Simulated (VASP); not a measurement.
Set up this calculation in VASP 6.6.1, as the native input.

```yaml
Task: relaxation of cell and atoms
Functional: PBEsol
Potentials_or_basis: VASP PAW PBE potentials, release 64 (Ga_d, As)
Cutoff: 600 eV
k_mesh: 12 × 12 × 12
Occupations: gaussian, width 0.02 eV
Spin: no spin polarisation
Dipole_correction: no
Further_INCAR_settings: ALGO = Normal; EDIFF = 1e-06; IBRION = 2; EDIFFG = -0.005; NSW = 100; ISIF = 3
```

The structure of GaAs lies in POSCAR:

```
GaAs
1.0
    0.0000000000      2.8268500000      2.8268500000
    2.8268500000      0.0000000000      2.8268500000
    2.8268500000      2.8268500000      0.0000000000
Ga As
1 1
Direct
    0.0000000000      0.0000000000      0.0000000000
    0.2500000000      0.2500000000      0.2500000000
```

The input as run:

INCAR

```
SYSTEM = GaAs
PREC     = Accurate       ! precision mode
ENCUT    = 600            ! plane-wave cutoff, eV
EDIFF    = 1E-6           ! SCF threshold, eV
ISMEAR   = 0              ! smearing method
SIGMA    = 0.02           ! smearing width, eV
LREAL    = .FALSE.        ! projectors in reciprocal space
LASPH    = .TRUE.         ! aspherical terms in the spheres
NELM     = 100            ! most SCF steps
ALGO     = Normal         ! electronic algorithm
ISIF     = 3              ! what is computed and relaxed
LWAVE    = .FALSE.        ! write WAVECAR
LCHARG   = .FALSE.        ! write CHGCAR
GGA      = PS             ! functional
IBRION   = 2              ! ionic algorithm
NSW      = 100            ! ionic steps
EDIFFG   = -0.005         ! ionic threshold
```

KPOINTS

```
regular mesh
0
G
  12 12 12
  0 0 0
```

Potentials or basis: VASP PAW PBE potentials, release 64 (Ga_d, As).

Run with:

```console
$ cat potpaw_PBE.64/Ga_d/POTCAR potpaw_PBE.64/As/POTCAR > POTCAR
$ mpirun -np 1 vasp_std > vasp.out
```

Results of the run:

- Relaxed volume: 22.70 Å³/atom
- Relaxed cell: a = 4.004 Å, b = 4.004 Å, c = 4.004 Å, α = 60.00°, β = 60.00°, γ = 60.00°
- Space group after relaxing (to 0.05 Å): F-43m (No. 216)
- Energy gained by relaxing: 0.1 meV/atom
- Ionic steps: 3
- Pressure after relaxing: 0.0 GPa
- Band gap on the k mesh: 0.42 eV, direct

Caveat: the PAW data sets were made with another functional, which shifts forces and pressure a little.

Run time: 76 s on 1 thread of Intel(R) Xeon(R) Platinum 8259CL CPU @ 2.50GHz (Skylake/Cascade Lake) (shared host), peak memory 0.22 GiB.
